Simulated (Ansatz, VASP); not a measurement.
**Mg3Zn2O3 in VASP and in Ansatz**

```
Mg Zn O
1.0
     3.02541    0.00000    0.00000
    -1.51271    2.62008    0.00000
     0.00000    0.00000   11.76627
Mg Zn O
3 2 3
Direct
  0.00000 0.00000 0.98976
  0.66667 0.33333 0.40853
  0.33333 0.66667 0.19991
  0.00000 0.00000 0.62356
  0.33333 0.66667 0.79919
  0.33333 0.66667 0.50463
  0.66667 0.33333 0.09121
  0.00000 0.00000 0.29920
```

Alike in both runs: functional PBE; k mesh 12 × 12 × 4; occupations gaussian, width 0.02 eV; no spin polarisation.

Ansatz relaxed the structure, and its values are those at the end. VASP's run is a single point on that final structure, the one shown.

|  | VASP | Ansatz |
| --- | --- | --- |
| version | VASP 6.6.1 | Ansatz 0.2.0 |
| potentials or method | VASP PAW PBE potentials, release 64 (Mg, Zn, O), cutoff 520 eV | scalar-relativistic, plane waves, PAW |
| valence electrons in the cell | 48 | 72 |

```csv
,VASP,Ansatz,Ansatz less VASP
gap on the k mesh at the Fermi level (eV),0.14,0.15,+0.003
least direct gap on the mesh (eV),0.62,0.62,+0.004
pressure (GPa),-0.3,0.0,+0.28
rms of the force components (eV/Å),0.012,0.001,-0.0114
```

VASP's potentials hold 48 valence electrons a cell and Ansatz's 72, so a difference there can come from the potentials and not from the codes.
